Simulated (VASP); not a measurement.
# Bi (R-3m) in VASP: further runs

Aim: see how the results for Bi move with the level of theory and the settings. Levels: PBE, r2SCAN. Tasks: single point.

All numbers are computed with VASP 6.6.1; they aren't measurements. Logs are shortened: lines on timing, memory, paths and dates and some standing lists are left out, and cuts for length are marked.

### Step 1. The cell of the first run

It takes space group R-3m (No. 166, trigonal). The conventional cell has a = 4.579 Å, b = 4.579 Å, c = 12.217 Å, α = 90.00°, β = 90.00°, γ = 120.00°. Within 4.1 Å of Bi (site symmetry 3m) lie 6 Bi at 3.10 to 3.61 Å.

### Step 2. Single point, PBE

Input file INCAR:

```
SYSTEM = Bi
PREC = Accurate
ENCUT = 520
EDIFF = 1E-7
ISMEAR = 0
SIGMA = 0.05
LREAL = .FALSE.
LASPH = .TRUE.
NELM = 80
ALGO = Fast
ISIF = 2
LWAVE = .FALSE.
LCHARG = .TRUE.
GGA = PE
LELF = .TRUE.
LVHAR = .TRUE.
NBANDS = 22
```

Input file KPOINTS:

```
regular mesh
0
G
  6 6 6
  0 0 0
```

Input file POSCAR:

```
Bi
1.0
    2.2896669497      1.3219398298      4.0723851126
   -2.2896669497      1.3219398298      4.0723851126
    0.0000000000     -2.6438796596      4.0723851126
Bi
2
Direct
    0.2326133950      0.2326133950      0.2326133950
    0.7673866050      0.7673866050      0.7673866050
```

Potentials or basis: VASP PAW PBE potentials, release 64 (Bi_d).

Command:

```console
> cat potpaw_PBE.64/Bi_d/POTCAR > POTCAR
> mpirun -np 1 vasp_std > vasp.out
```

OUTCAR:

```text
SYSTEM = Bi
   PREC = Accurate
   ENCUT = 520
   EDIFF = 1E-7
   ISMEAR = 0
   LREAL = .FALSE.
   LASPH = .TRUE.
   NELM = 80
   ISIF = 2
   GGA = PE

 ion  position               nearest neighbor table
   1  0.233  0.233  0.233-   2 3.10   2 3.10   2 3.10   2 3.61   2 3.61   2 3.61
   2  0.767  0.767  0.767-   1 3.10   1 3.10   1 3.10   1 3.61   1 3.61   1 3.61

  LATTYP: Found a trigonal (rhomboedric) cell.
 ALAT       =     4.8553496434
 COS(alpha) =     0.5552319247

  Lattice vectors:

 A1 = (   2.2896669497,   1.3219398298,   4.0723851126)
 A2 = (  -2.2896669497,   1.3219398298,   4.0723851126)
 A3 = (   0.0000000000,  -2.6438796596,   4.0723851126)

Analysis of symmetry for initial positions (statically):
=====================================================================
 Subroutine PRICEL returns:
 Original cell was already a primitive cell.

 Routine SETGRP: Setting up the symmetry group for a
 trigonal (rhombohedral) supercell.

 Subroutine GETGRP returns: Found 12 space group operations
 (whereof 12 operations were pure point group operations)
 out of a pool of 12 trial point group operations.

The static configuration has the point symmetry D_3d.

Analysis of symmetry for dynamics (positions and initial velocities):
=====================================================================
 Subroutine PRICEL returns:
 Original cell was already a primitive cell.

 Routine SETGRP: Setting up the symmetry group for a
 trigonal (rhombohedral) supercell.

 Subroutine GETGRP returns: Found 12 space group operations
 (whereof 12 operations were pure point group operations)
 out of a pool of 12 trial point group operations.

The dynamic configuration has the point symmetry D_3d.

 Subroutine INISYM returns: Found 12 space group operations
 (whereof 12 operations are pure point group operations),
 and found     1 'primitive' translations

----------------------------------------------------------------------------------------

                                     Primitive cell

  volume of cell :      73.9578

  direct lattice vectors                    reciprocal lattice vectors
     2.289666950  1.321939830  4.072385113     0.218372371  0.126077347  0.081852115
    -2.289666950  1.321939830  4.072385113    -0.218372371  0.126077347  0.081852115
     0.000000000 -2.643879660  4.072385113     0.000000000 -0.252154694  0.081852115

  length of vectors
     4.855349643  4.855349643  4.855349643     0.265107070  0.265107070  0.265107070

  position of ions in fractional coordinates (direct lattice)
     0.232613395  0.232613395  0.232613395
     0.767386605  0.767386605  0.767386605

  ion indices of the primitive-cell ions
   primitive index   ion index
                 1           1
                 2           2

----------------------------------------------------------------------------------------

 KPOINTS: regular mesh

Automatic generation of k-mesh.
 Grid dimensions read from file:
 generate k-points for:    6    6    6

 Generating k-lattice:

  Cartesian coordinates                     Fractional coordinates (reciprocal lattice)
     0.036395395  0.021012891  0.013642019     0.166666667 -0.000000000  0.000000000
    -0.036395395  0.021012891  0.013642019    -0.000000000  0.166666667  0.000000000
     0.000000000 -0.042025782  0.013642019     0.000000000  0.000000000  0.166666667

  Length of vectors
     0.044184512  0.044184512  0.044184512

  Shift w.r.t. Gamma in fractional coordinates (k-lattice)
     0.000000000  0.000000000  0.000000000

 Subroutine IBZKPT returns following result:
 ===========================================

 Found     32 irreducible k-points:

 Following reciprocal coordinates:
            Coordinates               Weight
  0.000000  0.000000  0.000000      1.000000
  0.166667 -0.000000  0.000000      6.000000
  0.333333  0.000000  0.000000      6.000000
  0.500000 -0.000000  0.000000      3.000000
  0.166667  0.166667  0.000000      6.000000
  0.333333  0.166667  0.000000     12.000000
[... 16 lines left out ...]
  0.500000  0.500000  0.166667      6.000000
 -0.333333  0.500000  0.166667     12.000000
 [... further k-points ...]
   k-points           NKPTS =     32   k-points in BZ     NKDIM =     32   number of bands    NBANDS=     22
   number of dos      NEDOS =    301   number of ions     NIONS =      2
   total plane-waves  NPLWV =  46656
   dimension x,y,z NGX =    36 NGY =   36 NGZ =   36
   dimension x,y,z NGXF=    72 NGYF=   72 NGZF=   72
   ions per type =               2
   NGX,Y,Z   is equivalent  to a cutoff of  12.33, 12.33, 12.33 a.u.
   NGXF,Y,Z  is equivalent  to a cutoff of  24.65, 24.65, 24.65 a.u.
 SYSTEM =  Bi
   PREC   = accura    normal or accurate (medium, high low for compatibility)
   ISTART =      0    job   : 0-new  1-cont  2-samecut
   ICHARG =      2    charge: 1-file 2-atom 10-const
   ISPIN  =      1    spin polarized calculation?
   LNONCOLLINEAR =      F non collinear calculations
   LSORBIT =      F    spin-orbit coupling
   LASPH  =      T    aspherical Exc in radial PAW
   ENCUT  =  520.0 eV  38.22 Ry    6.18 a.u.   9.03  9.03  9.03*2*pi/ulx,y,z
   NELM   =     80;   NELMIN=  2; NELMDL= -5     # of ELM steps
   EDIFF  = 0.1E-06   stopping-criterion for ELM
   LREAL  =      F    real-space projection
   EDIFFG = 0.1E-05   stopping-criterion for IOM
   NSW    =      0    number of steps for IOM
   IBRION =     -1    ionic relax: 0-MD 1-quasi-New 2-CG
   NFREE  =      0    steps in history (QN), initial steepest desc. (CG)
   ISIF   =      2    stress and relaxation
   ISYM   =      2    0-nonsym 1-usesym 2-fastsym
   POTIM  = 0.5000    time-step for ionic-motion
   TEBEG  =    0.0;   TEEND  =   0.0 temperature during run
   PSTRESS=    0.0 pullay stress
   NELECT =      30.0000    total number of electrons
   NUPDOWN=      -1.0000    fix difference up-down
   EMIN   =  10.00;   EMAX   =-10.00  energy-range for DOS
   EFERMI =   0.00;   METHOD = LEGACY
   ISMEAR =     0;   SIGMA  =   0.05  broadening in eV -4-tet -1-fermi 0-gaus
   EFERMI_NEDOS =   21; number of points for ismear=-14 and -15
   IALGO  =     68    algorithm
   IMIX   =      4    mixing-type and parameters
     AMIX     =   0.40;   BMIX     =  1.00
     AMIX_MAG =   1.60;   BMIX_MAG =  1.00
  volume/ion in A,a.u.               =      36.98       249.55
  Fermi-wavevector in a.u.,A,eV,Ry     =   1.211864  2.290091 19.981711  1.468614
  Thomas-Fermi vector in A             =   2.347366
   LORBIT       =      0    0 simple, 1 ext, 2 COOP (PROOUT), +10 PAW based schemes
   GGA     = PE    functional components
   LHFCALC =     F    Hartree Fock is set to
   AEXX    =    0.0000 exact exchange contribution
   IVDW    =     0    specifies the selected vdW correction
   LEPSILON=     F    determine dielectric tensor
   LRPA    =     F    only Hartree local field effects (RPA)
 non-spin polarized calculation
 RMM-DIIS sequential band-by-band and
 Gauss-broadening in eV      SIGMA  =   0.05
  energy-cutoff  :      520.00
  volume of cell :       73.96
 maximum number of plane-waves:      2016
   NGX = 19   NGY = 19   NGZ = 19

 number of electron      30.0000002 magnetization

 Free energy of the ion-electron system (eV)
  ---------------------------------------------------
  ext. energy  EPLUGINS =         0.00000000
  ---------------------------------------------------
  free energy    TOTEN  =        -7.79772663 eV

  energy without entropy =       -7.79659942  energy(sigma->0) =       -7.79716302

 E-fermi :   5.6673     XC(G=0):  -9.2951

 val. band max:        5.6578528622   @ k =  -0.3333   0.5000   0.3333
 cond. band min:       6.2522779726   @ k =   0.3333   0.0000   0.0000
 fundamental gap:      0.5944251105
 Fermi energy:         5.6672887184

 k-point     1 :       0.0000    0.0000    0.0000
  band No.  band energies     occupation
      1     -17.0717      2.00000
      2     -17.0717      2.00000
      3     -16.9379      2.00000
      4     -16.9379      2.00000
      5     -16.9230      2.00000
      6     -16.7768      2.00000
[... 14 lines left out ...]
     21      11.6813      0.00000
     22      11.6813      0.00000

 k-point     2 :       0.1667   -0.0000    0.0000
  band No.  band energies     occupation
      1     -17.0562      2.00000
      2     -17.0495      2.00000
      3     -16.9315      2.00000
      4     -16.9244      2.00000
      5     -16.9113      2.00000
      6     -16.7881      2.00000
[... 14 lines left out ...]
     21      11.9947      0.00000
     22      13.4563      0.00000

 k-point     3 :       0.3333    0.0000    0.0000
  band No.  band energies     occupation
      1     -17.0196      2.00000
      2     -16.9894      2.00000
      3     -16.9198      2.00000
      4     -16.8899      2.00000
      5     -16.8773      2.00000
      6     -16.8253      2.00000
[... 14 lines left out ...]
     21      13.3475      0.00000
     22      15.7126      0.00000

 k-point     4 :       0.5000   -0.0000    0.0000
  band No.  band energies     occupation
      1     -16.9966      2.00000
      2     -16.9284      2.00000
      3     -16.9119      2.00000
      4     -16.8865      2.00000
      5     -16.8538      2.00000
      6     -16.8415      2.00000
[... 14 lines left out ...]
     21      14.8108      0.00000
     22      15.0291      0.00000

 k-point     5 :       0.1667    0.1667    0.0000
  band No.  band energies     occupation
      1     -17.0689      2.00000
      2     -17.0300      2.00000
      3     -16.9376      2.00000
      4     -16.9188      2.00000
      5     -16.9069      2.00000
      6     -16.7916      2.00000
[... 417 lines left out ...]
 k-point    22 :      -0.1667    0.3333    0.1667
  band No.  band energies     occupation
      1     -17.0404      2.00000
      2     -16.9308      2.00000
      3     -16.9174      2.00000
      4     -16.8850      2.00000
      5     -16.8627      2.00000
      6     -16.8391      2.00000
[... 14 lines left out ...]
     21      14.2208      0.00000
     22      14.9226      0.00000

 k-point    23 :       0.5000    0.5000    0.1667
  band No.  band energies     occupation
      1     -17.0478      2.00000
      2     -16.9614      2.00000
      3     -16.9366      2.00000
      4     -16.8775      2.00000
      5     -16.8695      2.00000
      6     -16.8211      2.00000
[... 14 lines left out ...]
     21      15.0557      0.00000
     22      15.5488      0.00000

 k-point    24 :      -0.3333    0.5000    0.1667
  band No.  band energies     occupation
      1     -17.0388      2.00000
      2     -16.9509      2.00000
      3     -16.9239      2.00000
      4     -16.8819      2.00000
      5     -16.8494      2.00000
      6     -16.8387      2.00000
[... 14 lines left out ...]
     21      15.3572      0.00000
     22      15.9657      0.00000

 [... further k-points ...]

------------------------ aborting loop because EDIFF is reached ----------------------------------------

  FORCE on cell =-STRESS in cart. coord.  units (eV):
  Direction    XX          YY          ZZ          XY          YZ          ZX
  --------------------------------------------------------------------------------------
  -------------------------------------------------------------------------------------
  Total        0.0132524      0.0132524     -0.0043832      0.0000000      0.0000000      0.0000000
  in kB        0.2870912      0.2870912     -0.0949558      0.0000000      0.0000000      0.0000000
  external PRESSURE =       0.1597422 kB  Pullay stress =       0.0000000 kB

 VOLUME and BASIS-vectors are now :
 -----------------------------------------------------------------------------
  energy-cutoff  :      520.00
  volume of cell :       73.96
      direct lattice vectors                 reciprocal lattice vectors
     2.289666950  1.321939830  4.072385113     0.218372371  0.126077347  0.081852115
    -2.289666950  1.321939830  4.072385113    -0.218372371  0.126077347  0.081852115
     0.000000000 -2.643879660  4.072385113     0.000000000 -0.252154694  0.081852115

 POSITION                                       TOTAL-FORCE (eV/Angst)
 -----------------------------------------------------------------------------------
      0.00000      0.00000      2.84187         0.000000      0.000000      0.014767
      0.00000      0.00000      9.37528         0.000000     -0.000000     -0.014767
 -----------------------------------------------------------------------------------
    total drift:                               -0.000000      0.000000      0.000000

  FREE ENERGIE OF THE ION-ELECTRON SYSTEM (eV)
  ---------------------------------------------------
  free  energy   TOTEN  =        -7.7977266282 eV

  energy  without entropy=       -7.7965994170  energy(sigma->0) =       -7.79716302
```

Run time: 40 s. Hardware: 1 thread of Intel Xeon 6975P-C (Granite Rapids), shared host; peak memory 0.22 GiB.

Results:

* Free energy: -7.7977 eV
* Pressure: 0.0 GPa
* Largest force: 0.015 eV/Å
* Band gap on the k mesh: zero (band 15 reaches 5.66 eV, above the bottom of band 16 at 5.58 eV)

Forces on the atoms (eV/Å):
```
Bi   0.000  0.000  0.015
Bi   0.000  0.000 -0.015
```

Caveat: spin-orbit coupling is left out, which moves the levels of the heavy elements.

### Step 3. Single point, r2SCAN

This run uses another cell than the first one, of 36.76 Å³/atom, 0.994 times its volume.

Input file POSCAR:

```
Bi
1.0
    2.2656895526      1.3080964731      4.1339428203
   -2.2656895526      1.3080964731      4.1339428203
    0.0000000000     -2.6161929462      4.1339428203
Bi
2
Direct
    0.2315540567      0.2315540567      0.2315540567
    0.7684459433      0.7684459433      0.7684459433
```

Input file INCAR.step1:

```
SYSTEM = Bi
PREC = Accurate
ENCUT = 520
ISMEAR = 0
SIGMA = 0.05
LREAL = .False.
LASPH = .True.
NELM = 60
NBANDS = 22
GGA = PE
ALGO = Normal
EDIFF = 1E-4
LWAVE = .True.
LCHARG = .False.
```

Input file INCAR.step2:

```
SYSTEM = Bi
PREC = Accurate
ENCUT = 520
EDIFF = 1E-6
ISMEAR = 0
SIGMA = 0.05
LREAL = .False.
LASPH = .True.
NELM = 60
ALGO = Normal
ISIF = 2
LWAVE = .False.
LCHARG = .True.
METAGGA = R2SCAN
LMIXTAU = .True.
LELF = .True.
LVHAR = .True.
NBANDS = 22
ISTART = 1
```

Input file KPOINTS:

```
Automatic mesh
0
Gamma
  12 12 12
  0 0 0
```

Potentials or basis: VASP PAW PBE potentials, release 64 (Bi_d).

Command:

```console
> cat potpaw_PBE.64/Bi_d/POTCAR > POTCAR
> cp INCAR.step1 INCAR
> mpirun -np 1 vasp_std > vasp.out
> cp INCAR.step2 INCAR
> mpirun -np 1 vasp_std > vasp.out
```

Run time: 10 min. Hardware: 1 thread of Intel Xeon 6975P-C (Granite Rapids), shared host; peak memory 0.38 GiB.

It converged, with:

| Quantity | Value |
| --- | --- |
| Free energy | -117.0034 eV |
| Pressure | -0.1 GPa |
| Band gap on the k mesh | zero (band 15 reaches 5.83 eV, above the bottom of band 16 at 5.72 eV) |

Forces in eV/Å, atoms in the order of the input:
```
Bi   0.000  0.000  0.002
Bi   0.000  0.000 -0.002
```

Levels at points of the mesh, in eV from the Fermi level:
```
           k point  band 11  band 12  band 13  band 14  band 15  band 16  band 17  band 18  band 19  band 20
(0.00, 0.00, 0.00)   -13.52    -7.84    -1.77    -1.22    -1.22     2.30     2.89     2.89     6.12     6.39
(0.50, 0.00, 0.00)   -11.60   -10.79    -1.81    -1.47    -0.39    -0.09     0.64     1.33     7.54     8.37
(0.50, 0.50, 0.00)   -11.69    -9.88    -4.66    -3.13    -2.88     2.50     4.83     5.68     6.56     9.52
(0.50, 0.50, 0.50)   -12.51   -10.08    -0.77    -0.70    -0.70     0.97     0.97     0.99     7.07     9.44
```

Caveat: the PAW data sets were made with another functional, which shifts forces and pressure a little; spin-orbit coupling is left out, which moves the levels of the heavy elements.
